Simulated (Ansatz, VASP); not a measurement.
## Two plane-wave programs on InP

Contents of INCAR:

```
SYSTEM = InP
PREC = Accurate
ENCUT = 520
EDIFF = 1E-6
ISMEAR = 0
SIGMA = 0.05
LREAL = .FALSE.
LASPH = .TRUE.
NELM = 80
ALGO = Normal
ISIF = 2
LWAVE = .FALSE.
LCHARG = .FALSE.
GGA = PE
NBANDS = 16
```

KPOINTS

```
regular mesh
0
G
  10 10 10
  0 0 0
```

File POSCAR:

```
InP
1.0
    0.0000000000      2.9800342081      3.1141357475
    2.9800342081      0.0000000000      3.1141357475
    2.9800342081      2.9800342081      0.0000000000
In P
1 1
Direct
    0.0000000000      0.0000000000      0.0000000000
    0.7500000000      0.7500000000      0.7500000000
```

Input for Ansatz:

```yaml
crystal:
  lattice:
    - [0.0, 2.9800342081, 3.1141357475]
    - [2.9800342081, 0.0, 3.1141357475]
    - [2.9800342081, 2.9800342081, 0.0]
  atoms:
    - { symbol: In, position: [0.0, 0.0, 0.0] }
    - { symbol: P, position: [0.75, 0.75, 0.75] }
basis:
  ecutwfc: 420
kpoints:
  mp_grid: { grid: [10, 10, 10] }
hamiltonian:
  xc: pbe
scf:
  occupations: { method: gaussian, width: 0.05 }
output:
  forces: true
  stress: true
  eigenvalues: true
```

Change from the starting cell: strain +0.0450 x Voigt [0, 0, 1, 0, 0, 0], atoms carried along.

Alike in both runs: task single point; functional PBE; k mesh 10 × 10 × 10; occupations gaussian, width 0.05 eV; no spin polarisation.

|  | VASP | Ansatz |
| --- | --- | --- |
| version | VASP 6.6.1 | Ansatz 0.2.0 |
| potentials or method | VASP PAW PBE potentials, release 64 (In_d, P), cutoff 520 eV | scalar-relativistic, plane waves, PAW |
| valence electrons in the cell | 18 | 18 |

|  | VASP | Ansatz | Ansatz less VASP |
| --- | --- | --- | --- |
| gap on the k mesh at the Fermi level (eV) | 0.12 | 0.12 | +0.003 |
| least direct gap on the mesh (eV) | 0.12 | 0.12 | +0.003 |
| pressure (GPa) | -2.4 | -2.4 | +0.04 |
| traceless stress, the component that is largest in VASP (GPa) | -1.32 | -1.32 | +0.001 |

With one functional, cell and mesh, what is left measures potentials, basis and numerics.
